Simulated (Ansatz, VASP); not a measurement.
## One calculation of CsSi2, two programs

File INCAR:

```
PREC = Accurate
ENCUT = 520
EDIFF = 1E-7
ISMEAR = 0
SIGMA = 0.1
LREAL = F
LASPH = T
NELM = 100
ALGO = Normal
ISIF = 2
LWAVE = F
LCHARG = F
GGA = PE
NBANDS = 16
```

Contents of KPOINTS:

```
regular mesh
0
Gamma
  9 9 10
```

The input POSCAR:

```
CsSi2
1.0
    6.3715665384      0.0000000000      0.0000000000
   -3.1857832692      5.5179384841      0.0000000000
    0.0000000000      0.0000000000      4.4786632619
Cs Si
1 2
Direct
    0.3333333333      0.6666666667      0.0000000000
    0.0000000000      0.0000000000      0.2503874525
    0.0000000000      0.0000000000      0.7496125475
```

Input for Ansatz:

```yaml
crystal:
  lattice:
    - [6.3715665384, 0.0, 0.0]
    - [-3.1857832692, 5.5179384841, 0.0]
    - [0.0, 0.0, 4.4786632619]
  atoms:
    - { symbol: Cs, position: [0.3333333333, 0.6666666667, 0.0] }
    - { symbol: Si, position: [0.0, 0.0, 0.2503874525] }
    - { symbol: Si, position: [0.0, 0.0, 0.7496125475] }
basis:
  ecutwfc: 420
kpoints:
  mp_grid: { grid: [9, 9, 10] }
  band_path:
    path:
      - [[0.0, 0.0, 0.0], [0.5, 0.0, 0.0], [0.33333333, 0.33333333, 0.0], [0.0, 0.0, 0.0], [0.0, 0.0, 0.5], [0.5, 0.0, 0.5], [0.33333333, 0.33333333, 0.5], [0.0, 0.0, 0.5]]
      - [[0.5, 0.0, 0.5], [0.5, 0.0, 0.0]]
      - [[0.33333333, 0.33333333, 0.5], [0.33333333, 0.33333333, 0.0]]
    npoints: 14
hamiltonian:
  xc: pbe
scf:
  occupations: { method: gaussian, width: 0.1 }
  n_extra_bands: 7
output:
  forces: true
  stress: true
  eigenvalues: true
  populations: true
  dos: { projected: true, de: 0.02, nscf_kmesh: { grid: [11, 11, 12] } }
  bader: true
  write_density: true
  write_potential: true
  elf: true
  volumetric_format: npy
```

Alike in both runs: task single point; functional PBE; k mesh 9 × 9 × 10; occupations gaussian, width 0.1 eV; no spin polarisation.

```csv
,VASP,Ansatz
version,VASP 6.6.1,Ansatz 0.2.0
potentials or method,"VASP PAW PBE potentials, release 64 (Cs_sv, Si), cutoff 520 eV","scalar-relativistic, plane waves, PAW"
valence electrons in the cell,17,17
```

|  | VASP | Ansatz | Ansatz less VASP |
| --- | --- | --- | --- |
| gap on the k mesh at the Fermi level (eV) | none | none | - |
| pressure (GPa) | 0.0 | 0.0 | 0.00 |

A gap of «none» marks a metal or a gap that the smearing closes.

Neither program's run includes spin-orbit coupling.
